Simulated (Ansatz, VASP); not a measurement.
# Two plane-wave programs on Al

The input INCAR:

```
SYSTEM = Al
  ALGO = Fast
  EDIFF = 1E-6
  ENCUT = 520
  GGA = PE
  ISIF = 2
  ISMEAR = 0
  LASPH = .TRUE.
  LCHARG = .FALSE.
  LREAL = .FALSE.
  LWAVE = .FALSE.
  NBANDS = 22
  NELM = 60
  PREC = Accurate
  SIGMA = 0.1
```

Contents of KPOINTS:

```
k-points
0
G
  4 4 2
  0 0 0
```

Contents of POSCAR:

```
Al
1.0
    4.0315349100      0.0000000000      0.0000000000
    0.0000000000      4.0315349100      0.0000000000
    0.0000000000      0.0000000000      8.8307886200
Al
8
Direct
    0.0835224600      0.7550276700      0.1914423300
    0.9164775400      0.2449723300      0.6914423300
    0.2449723300      0.0835224600      0.9414423300
    0.7550276700      0.9164775400      0.4414423300
    0.5792597100      0.5830053900      0.8742315100
    0.4207402900      0.4169946100      0.3742315100
    0.4169946100      0.5792597100      0.6242315100
    0.5830053900      0.4207402900      0.1242315100
```

Input for Ansatz:

```yaml
crystal:
  lattice:
    - [4.03153491, 0.0, 0.0]
    - [0.0, 4.03153491, 0.0]
    - [0.0, 0.0, 8.83078862]
  atoms:
    - { symbol: Al, position: [0.08352246, 0.75502767, 0.19144233] }
    - { symbol: Al, position: [0.91647754, 0.24497233, 0.69144233] }
    - { symbol: Al, position: [0.24497233, 0.08352246, 0.94144233] }
    - { symbol: Al, position: [0.75502767, 0.91647754, 0.44144233] }
    - { symbol: Al, position: [0.57925971, 0.58300539, 0.87423151] }
    - { symbol: Al, position: [0.42074029, 0.41699461, 0.37423151] }
    - { symbol: Al, position: [0.41699461, 0.57925971, 0.62423151] }
    - { symbol: Al, position: [0.58300539, 0.42074029, 0.12423151] }
basis:
  ecutwfc: 420
kpoints:
  mp_grid: { grid: [4, 4, 2] }
hamiltonian:
  xc: pbe
scf:
  occupations: { method: gaussian, width: 0.1 }
  lower_state_search: "off"
output:
  forces: true
  stress: true
  eigenvalues: true
```

Alike in both runs: task single point; functional PBE; k mesh 4 × 4 × 2; occupations gaussian, width 0.1 eV; no spin polarisation.

|  | VASP | Ansatz |
| --- | --- | --- |
| version | VASP 6.6.1 | Ansatz 0.2.0 |
| potentials or method | VASP PAW PBE potentials, release 64 (Al), cutoff 520 eV | scalar-relativistic, plane waves, PAW |
| valence electrons in the cell | 24 | 24 |

```tsv
	VASP	Ansatz	Ansatz less VASP
gap on the k mesh at the Fermi level (eV)	none	none	-
pressure (GPa)	16.3	16.3	0.00
traceless stress, the component that is largest in VASP (GPa)	7.98	7.98	-0.003
rms of the force components (eV/Å)	1.009	1.009	+0.0004
```

Atom by atom the forces differ by 0.001 eV/Å (rms over components). A gap of «none» marks a metal or a gap that the smearing closes. The functional is the same, so the differences come from potentials, cutoffs and numerics.

The k mesh is coarse, so the values compare programs but aren't converged.
